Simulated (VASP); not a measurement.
Crystal: Na2S.

```
CELL_PARAMETERS angstrom
0.00000 3.27350 3.27350
3.27350 0.00000 3.27350
3.27350 3.27350 0.00000
ATOMIC_POSITIONS crystal
S 0.00000 0.00000 0.00000
Na 0.75000 0.75000 0.75000
Na 0.25000 0.25000 0.25000
```

Base run:

| Item | Value |
| --- | --- |
| Program | VASP 6.6.1 |
| Functional | PBE |
| Potentials or basis | VASP PAW PBE potentials, release 64 (S, Na_pv) |
| Cutoff | 500 eV |
| k mesh | 7 × 7 × 7 |
| Occupations | fermi-dirac, width 0.05 eV |
| Spin | no spin polarisation |

Its results: band gap on the k mesh 2.48 eV; pressure 0.3 GPa.

Question: The run is repeated on the same cell with these changes: functional from PBE to LDA; potentials or basis from VASP PAW PBE potentials, release 64 (S, Na_pv) to VASP PAW LDA potentials, release 64 (S, Na_pv). What comes out?

Answer: Band gap on the k mesh 2.24 eV; pressure -2.2 GPa.

